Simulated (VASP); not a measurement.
**AsH3: single point with PBEsol**

System: AsH3, in a box.

```
As H
1.0
    12.55720    0.00000    0.00000
     0.00000   13.05720    0.00000
     0.00000    0.00000   13.55720
As H
1 3
Cartesian
  6.6084 6.6540 6.2070
  6.6435 5.3906 7.0736
  6.9205 7.5293 7.4256
  5.1030 6.8084 6.4488
```

```yaml
Program: VASP 6.6.1
Task: single point
Functional: PBEsol
Potentials_or_basis: VASP PAW PBE potentials, release 64 (As, H)
Cutoff: 400 eV
k_mesh: 1 × 1 × 1
Occupations: gaussian, width 0.005 eV
Spin: no spin polarisation
Dipole_correction: no
Further_INCAR_settings: ALGO = Normal; EDIFF = 1e-06; NBANDS = 12; NELMDL = -8
```

```yaml
Largest_force: 0.143 eV/Å
Gap_between_the_frontier_levels: 5.98 eV
```

Forces in eV/Å, atoms in the order of the input:
```
As   0.063  0.012 -0.127
H   -0.007 -0.042  0.045
H   -0.001  0.025  0.056
H   -0.055  0.004  0.026
```

Levels at points of the mesh, in eV from the valence-band top:
| k point | band 2 | band 3 | band 4 | band 5 | band 6 | band 7 |
| --- | --- | --- | --- | --- | --- | --- |
| (0.00, 0.00, 0.00) | -1.99 | -1.99 | 0.00 | 5.98 | 6.39 | 6.40 |

Run time: 83 s on 1 thread of AMD EPYC 9R45 (Zen 5), with other jobs on the host, peak memory 1 GiB.

Caveat: the PAW data sets were made with another functional, which shifts forces and pressure a little.
